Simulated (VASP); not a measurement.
# Ti (P6_3/mmc) in VASP: notebook

Runs on Ti. Level: r2SCAN. Tasks: single point.

Everything below comes from runs of VASP 6.6.1. Logs are shortened: lines on timing, memory, paths and dates and some standing lists are left out, and cuts for length are marked.

## Step 1: The cell of the first run

It takes space group P6_3/mmc (No. 194, hexagonal). The conventional cell has a = 2.936 Å, b = 2.936 Å, c = 4.636 Å, α = 90.00°, β = 90.00°, γ = 120.00°. Within 3.8 Å of Ti (site symmetry -6m2) lie 12 Ti at 2.87 to 2.94 Å.

## Step 2: Single point, r2SCAN

Input file POSCAR:

```
Ti
1.0
    2.9357969418      0.0000000000      0.0000000000
   -1.4678984709      2.5424747320      0.0000000000
    0.0000000000      0.0000000000      4.6361929089
Ti
2
Direct
    0.3333333333      0.6666666667      0.2500000000
    0.6666666667      0.3333333333      0.7500000000
```

Input file INCAR.step1:

```
PREC = Accurate ; ENCUT = 520
ISMEAR = 0 ; SIGMA = 0.1
LREAL = False ; LASPH = True
NELM = 80 ; NBANDS = 19
GGA = PE ; ALGO = Normal
EDIFF = 1E-4 ; LWAVE = True
LCHARG = False
```

Input file INCAR.step2:

```
PREC = Accurate ; ENCUT = 520
EDIFF = 1E-7 ; ISMEAR = 0
SIGMA = 0.1 ; LREAL = False
LASPH = True ; NELM = 80
ALGO = Normal ; ISIF = 2
LWAVE = False ; LCHARG = False
METAGGA = R2SCAN ; LMIXTAU = True
NBANDS = 19 ; ISTART = 1
```

Input file KPOINTS:

```
Automatic mesh
0
Gamma
  18 18 10
```

Potentials or basis: VASP PAW PBE potentials, release 64 (Ti_sv).

Run with:

```console
$ cat potpaw_PBE.64/Ti_sv/POTCAR > POTCAR
$ cp INCAR.step1 INCAR
$ mpirun -np 1 vasp_std > vasp.out
$ cp INCAR.step2 INCAR
$ mpirun -np 1 vasp_std > vasp.out
```

OUTCAR:

```text
PREC = Accurate
   ENCUT = 520
   EDIFF = 1E-7
   ISMEAR = 0
   LREAL = False
   LASPH = True
   NELM = 80
   ISIF = 2
   METAGGA = R2SCAN
   ISTART = 1

 ion  position               nearest neighbor table
   1  0.333  0.667  0.250-   2 2.87   2 2.87   2 2.87   2 2.87   2 2.87   2 2.87
   2  0.667  0.333  0.750-   1 2.87   1 2.87   1 2.87   1 2.87   1 2.87   1 2.87

  LATTYP: Found a hexagonal cell.
 ALAT       =     2.9357969418
 C/A-ratio  =     1.5791939977

  Lattice vectors:

 A1 = (   2.9357969418,   0.0000000000,   0.0000000000)
 A2 = (  -1.4678984709,   2.5424747320,   0.0000000000)
 A3 = (   0.0000000000,   0.0000000000,   4.6361929089)

Analysis of symmetry for initial positions (statically):
=====================================================================
 Subroutine PRICEL returns:
 Original cell was already a primitive cell.

 Routine SETGRP: Setting up the symmetry group for a
 hexagonal supercell.

 Subroutine GETGRP returns: Found 24 space group operations
 (whereof 12 operations were pure point group operations)
 out of a pool of 24 trial point group operations.

The static configuration has the point symmetry D_3d.
 The point group associated with its full space group is D_6h.

Analysis of symmetry for dynamics (positions and initial velocities):
=====================================================================
 Subroutine PRICEL returns:
 Original cell was already a primitive cell.

 Routine SETGRP: Setting up the symmetry group for a
 hexagonal supercell.

 Subroutine GETGRP returns: Found 24 space group operations
 (whereof 12 operations were pure point group operations)
 out of a pool of 24 trial point group operations.

The dynamic configuration has the point symmetry D_3d.
 The point group associated with its full space group is D_6h.

 Subroutine INISYM returns: Found 24 space group operations
 (whereof 12 operations are pure point group operations),
 and found     1 'primitive' translations

----------------------------------------------------------------------------------------

                                     Primitive cell

  volume of cell :      34.6054

  direct lattice vectors                    reciprocal lattice vectors
     2.935796942  0.000000000  0.000000000     0.340623013  0.196658788  0.000000000
    -1.467898471  2.542474732  0.000000000     0.000000000  0.393317577  0.000000000
     0.000000000  0.000000000  4.636192909     0.000000000  0.000000000  0.215694217

  length of vectors
     2.935796942  2.935796942  4.636192909     0.393317577  0.393317577  0.215694217

  position of ions in fractional coordinates (direct lattice)
     0.333333333  0.666666667  0.250000000
     0.666666667  0.333333333  0.750000000

  ion indices of the primitive-cell ions
   primitive index   ion index
                 1           1
                 2           2

----------------------------------------------------------------------------------------

 KPOINTS: Automatic mesh

Automatic generation of k-mesh.
 Grid dimensions read from file:
 generate k-points for:   18   18   10

 Generating k-lattice:

  Cartesian coordinates                     Fractional coordinates (reciprocal lattice)
     0.018923501  0.010925488  0.000000000     0.055555556  0.000000000  0.000000000
     0.000000000  0.021850976  0.000000000     0.000000000  0.055555556  0.000000000
     0.000000000  0.000000000  0.021569422     0.000000000  0.000000000  0.100000000

  Length of vectors
     0.021850976  0.021850976  0.021569422

  Shift w.r.t. Gamma in fractional coordinates (k-lattice)
     0.000000000  0.000000000  0.000000000

 Subroutine IBZKPT returns following result:
 ===========================================

 Found    222 irreducible k-points:

 Following reciprocal coordinates:
            Coordinates               Weight
  0.000000  0.000000  0.000000      1.000000
  0.055556  0.000000  0.000000      6.000000
  0.111111  0.000000  0.000000      6.000000
  0.166667 -0.000000  0.000000      6.000000
  0.222222 -0.000000  0.000000      6.000000
  0.277778  0.000000  0.000000      6.000000
[... 16 lines left out ...]
  0.333333  0.111111  0.000000     12.000000
  0.388889  0.111111  0.000000     12.000000
 [... further k-points ...]
   k-points           NKPTS =    222   k-points in BZ     NKDIM =    222   number of bands    NBANDS=     19
   number of dos      NEDOS =    301   number of ions     NIONS =      2
   total plane-waves  NPLWV =  20736
   dimension x,y,z NGX =    24 NGY =   24 NGZ =   36
   dimension x,y,z NGXF=    48 NGYF=   48 NGZF=   72
   ions per type =               2
   NGX,Y,Z   is equivalent  to a cutoff of  13.59, 13.59, 12.91 a.u.
   NGXF,Y,Z  is equivalent  to a cutoff of  27.18, 27.18, 25.82 a.u.
 SYSTEM =  unknown system
   PREC   = accura    normal or accurate (medium, high low for compatibility)
   ISTART =      1    job   : 0-new  1-cont  2-samecut
   ICHARG =      0    charge: 1-file 2-atom 10-const
   ISPIN  =      1    spin polarized calculation?
   LNONCOLLINEAR =      F non collinear calculations
   LSORBIT =      F    spin-orbit coupling
   LASPH  =      T    aspherical Exc in radial PAW
   ENCUT  =  520.0 eV  38.22 Ry    6.18 a.u.   5.46  5.46  8.62*2*pi/ulx,y,z
   NELM   =     80;   NELMIN=  2; NELMDL=  0     # of ELM steps
   EDIFF  = 0.1E-06   stopping-criterion for ELM
   LREAL  =      F    real-space projection
   EDIFFG = 0.1E-05   stopping-criterion for IOM
   NSW    =      0    number of steps for IOM
   IBRION =     -1    ionic relax: 0-MD 1-quasi-New 2-CG
   NFREE  =      0    steps in history (QN), initial steepest desc. (CG)
   ISIF   =      2    stress and relaxation
   ISYM   =      2    0-nonsym 1-usesym 2-fastsym
   POTIM  = 0.5000    time-step for ionic-motion
   TEBEG  =    0.0;   TEEND  =   0.0 temperature during run
   PSTRESS=    0.0 pullay stress
   NELECT =      24.0000    total number of electrons
   NUPDOWN=      -1.0000    fix difference up-down
   EMIN   =  10.00;   EMAX   =-10.00  energy-range for DOS
   EFERMI =   0.00;   METHOD = LEGACY
   ISMEAR =     0;   SIGMA  =   0.10  broadening in eV -4-tet -1-fermi 0-gaus
   EFERMI_NEDOS =   21; number of points for ismear=-14 and -15
   IALGO  =     38    algorithm
   IMIX   =      4    mixing-type and parameters
     AMIX     =   0.40;   BMIX     =  1.00
     AMIX_MAG =   1.60;   BMIX_MAG =  1.00
  volume/ion in A,a.u.               =      17.30       116.76
  Fermi-wavevector in a.u.,A,eV,Ry     =   1.449096  2.738395 28.570596  2.099880
  Thomas-Fermi vector in A             =   2.566862
   LORBIT       =      0    0 simple, 1 ext, 2 COOP (PROOUT), +10 PAW based schemes
   METAGGA = R2SCAN    functional components
   LHFCALC =     F    Hartree Fock is set to
   AEXX    =    0.0000 exact exchange contribution
   IVDW    =     0    specifies the selected vdW correction
   LEPSILON=     F    determine dielectric tensor
   LRPA    =     F    only Hartree local field effects (RPA)
 non-spin polarized calculation
 Gauss-broadening in eV      SIGMA  =   0.10
  energy-cutoff  :      520.00
  volume of cell :       34.61
 maximum number of plane-waves:       965
 NGX is ok and might be reduce to    24
   NGX = 11   NGY = 11   NGZ = 17

 number of electron      24.0000002 magnetization

 Free energy of the ion-electron system (eV)
  ---------------------------------------------------
  ext. energy  EPLUGINS =         0.00000000
  ---------------------------------------------------
  free energy    TOTEN  =       -25.90548302 eV

  energy without entropy =      -25.89717264  energy(sigma->0) =      -25.90132783

 E-fermi :   8.4485     XC(G=0): -12.4155

 val. band max:        8.4454220478   @ k =   0.1667  -0.0000   0.4000
 cond. band min:       8.4519640090   @ k =   0.3333   0.2778   0.3000
 fundamental gap:      0.0065419612
 Fermi energy:         8.4484549357

 k-point     1 :       0.0000    0.0000    0.0000
  band No.  band energies     occupation
      1     -50.7935      2.00000
      2     -50.6461      2.00000
      3     -26.3623      2.00000
      4     -25.6849      2.00000
      5     -25.6849      2.00000
      6     -25.6124      2.00000
[... 11 lines left out ...]
     18      10.2574      0.00000
     19      11.8356      0.00000

 k-point     2 :       0.0556    0.0000    0.0000
  band No.  band energies     occupation
      1     -50.7902      2.00000
      2     -50.6449      2.00000
      3     -26.3551      2.00000
      4     -25.6995      2.00000
      5     -25.6898      2.00000
      6     -25.6154      2.00000
[... 11 lines left out ...]
     18      10.2045      0.00000
     19      11.8645      0.00000

 k-point     3 :       0.1111    0.0000    0.0000
  band No.  band energies     occupation
      1     -50.7807      2.00000
      2     -50.6413      2.00000
      3     -26.3339      2.00000
      4     -25.7419      2.00000
      5     -25.7038      2.00000
      6     -25.6385      2.00000
[... 11 lines left out ...]
     18      10.0654      0.00000
     19      11.9370      0.00000

 k-point     4 :       0.1667   -0.0000    0.0000
  band No.  band energies     occupation
      1     -50.7660      2.00000
      2     -50.6361      2.00000
      3     -26.3000      2.00000
      4     -25.8073      2.00000
      5     -25.7247      2.00000
      6     -25.7042      2.00000
[... 407 lines left out ...]
     18      11.8761      0.00000
     19      12.1574      0.00000

 k-point    23 :       0.3333    0.1111    0.0000
  band No.  band energies     occupation
      1     -50.6818      2.00000
      2     -50.6193      2.00000
      3     -26.1101      2.00000
      4     -26.0808      2.00000
      5     -25.9984      2.00000
      6     -25.8394      2.00000
[... 11 lines left out ...]
     18      12.1799      0.00000
     19      12.3668      0.00000

 k-point    24 :       0.3889    0.1111    0.0000
  band No.  band energies     occupation
      1     -50.6685      2.00000
      2     -50.6203      2.00000
      3     -26.1507      2.00000
      4     -26.0386      2.00000
      5     -26.0250      2.00000
      6     -25.8589      2.00000
[... 11 lines left out ...]
     18      12.1924      0.00000
     19      12.8537      0.00000

 [... further k-points ...]

------------------------ aborting loop because EDIFF is reached ----------------------------------------

  FORCE on cell =-STRESS in cart. coord.  units (eV):
  Direction    XX          YY          ZZ          XY          YZ          ZX
  --------------------------------------------------------------------------------------
  -------------------------------------------------------------------------------------
  Total        0.0782316      0.0782316      0.0812056      0.0000000     -0.0000000      0.0000000
  in kB        3.6219996      3.6219996      3.7596954      0.0000000     -0.0000000      0.0000000
  external PRESSURE =       3.6678982 kB  Pullay stress =       0.0000000 kB

 VOLUME and BASIS-vectors are now :
 -----------------------------------------------------------------------------
  energy-cutoff  :      520.00
  volume of cell :       34.61
      direct lattice vectors                 reciprocal lattice vectors
     2.935796942  0.000000000  0.000000000     0.340623013  0.196658788  0.000000000
    -1.467898471  2.542474732  0.000000000     0.000000000  0.393317577  0.000000000
     0.000000000  0.000000000  4.636192909     0.000000000  0.000000000  0.215694217

 POSITION                                       TOTAL-FORCE (eV/Angst)
 -----------------------------------------------------------------------------------
     -0.00000      1.69498      1.15905         0.000000     -0.000000      0.000000
      1.46790      0.84749      3.47714        -0.000000      0.000000      0.000000
 -----------------------------------------------------------------------------------
    total drift:                               -0.000000      0.000000     -0.000000

  FREE ENERGIE OF THE ION-ELECTRON SYSTEM (eV)
  ---------------------------------------------------
  free  energy   TOTEN  =       -25.9054830242 eV

  energy  without entropy=      -25.8971726397  energy(sigma->0) =      -25.90132783
```

Wall time 14 min (1 thread of Intel Xeon 8259CL, shared host); peak memory 0.25 GiB.

Results:

```yaml
Free_energy: -25.9055 eV
Pressure: 0.4 GPa
Band_gap_on_the_k_mesh: zero (bands 12 and 13 overlap by 1.23 eV)
```

Caveat: the PAW data sets were made with another functional, which shifts forces and pressure a little.

## Step 3: Single point, r2SCAN

Input file POSCAR:

```
Ti
1.0
    2.9357969437      0.0000000000      0.0000000000
   -1.4678984718      2.5424747336      0.0000000000
    0.0000000000      0.0000000000      4.6361929033
Ti
2
Direct
    0.3333333333      0.6666666667      0.2500000000
    0.6666666667      0.3333333333      0.7500000000
```

Input file INCAR.step1:

```
SYSTEM = Ti
PREC = Accurate
ENCUT = 520
ISMEAR = 0
SIGMA = 0.15
LREAL = .FALSE.
LASPH = .TRUE.
NELM = 80
NBANDS = 19
GGA = PE
ALGO = Normal
EDIFF = 1E-4
LWAVE = .TRUE.
LCHARG = .FALSE.
```

Input file INCAR.step2:

```
SYSTEM = Ti
PREC = Accurate
ENCUT = 520
EDIFF = 1E-7
ISMEAR = 0
SIGMA = 0.15
LREAL = .FALSE.
LASPH = .TRUE.
NELM = 80
ALGO = Normal
ISIF = 2
LWAVE = .FALSE.
LCHARG = .TRUE.
METAGGA = R2SCAN
LMIXTAU = .TRUE.
LELF = .TRUE.
LVHAR = .TRUE.
NBANDS = 19
ISTART = 1
```

Input file KPOINTS:

```
Automatic mesh
0
G
  12 12 8
  0 0 0
```

Potentials or basis: VASP PAW PBE potentials, release 64 (Ti_sv).

Run with:

```console
$ cat potpaw_PBE.64/Ti_sv/POTCAR > POTCAR
$ cp INCAR.step1 INCAR
$ mpirun -np 1 vasp_std > vasp.out
$ cp INCAR.step2 INCAR
$ mpirun -np 1 vasp_std > vasp.out
```

It took 3.6 min on 1 thread of Intel Xeon Platinum 8259CL at 2.50GHz (Skylake/Cascade Lake), shared host; peak memory 0.19 GiB.

Results (log left out):

| Item | Value |
| --- | --- |
| Free energy | -25.9105 eV |
| Pressure | 0.4 GPa |
| Band gap on the k mesh | zero (bands 12 and 13 overlap by 1.21 eV) |

Levels at points of the mesh, in eV from the Fermi level:
```csv
k point,band 9,band 10,band 11,band 12,band 13,band 14,band 15,band 16
"(0.00, 0.00, 0.00)",-6.64,-2.88,0.59,0.86,0.86,0.98,1.39,1.39
"(0.50, 0.00, 0.00)",-2.54,-2.31,-1.95,-0.86,0.59,0.70,1.27,3.54
"(0.00, 0.00, 0.50)",-4.69,-4.69,0.07,0.07,0.77,0.77,0.77,0.77
"(0.50, 0.00, 0.50)",-2.70,-2.70,-0.88,-0.88,1.24,1.24,1.90,1.90
```

Caveat: the PAW data sets were made with another functional, which shifts forces and pressure a little.
